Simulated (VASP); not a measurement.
A run of VASP 6.6.1 is set up as follows.

The input INCAR:

```
SYSTEM = P
  ALGO = Normal
  EDIFF = 1E-6
  ENCUT = 520
  GGA = PE
  ISIF = 2
  ISMEAR = -1
  LASPH = .TRUE.
  LCHARG = .FALSE.
  LREAL = .FALSE.
  LWAVE = .FALSE.
  NBANDS = 12
  NELM = 60
  PREC = Accurate
  SIGMA = 0.05
```

Contents of KPOINTS:

```
k-points
0
G
  15 15 15
  0 0 0
```

POSCAR

```
P
1.0
    1.6221010548     -0.9365204806      2.6500966465
    0.0000000000      1.8730409612      2.6500966465
   -1.6221010548     -0.9365204806      2.6500966465
P
2
Direct
    0.2500079978      0.2500079978      0.2500079978
   -0.2500079978     -0.2500079978     -0.2500079978
```

Potentials or basis: VASP PAW PBE potentials, release 64 (P).

Command:

```console
$ cat potpaw_PBE.64/P/POTCAR > POTCAR
$ mpirun -np 1 vasp_std > vasp.out
```

Question: Predict the band gap on the k mesh.

Answer: Zero (bands 5 and 6 overlap by 3.65 eV).

Question: What does it give for the pressure?

Answer: 32.6 GPa.

Caveat: the cell stands under pressure.
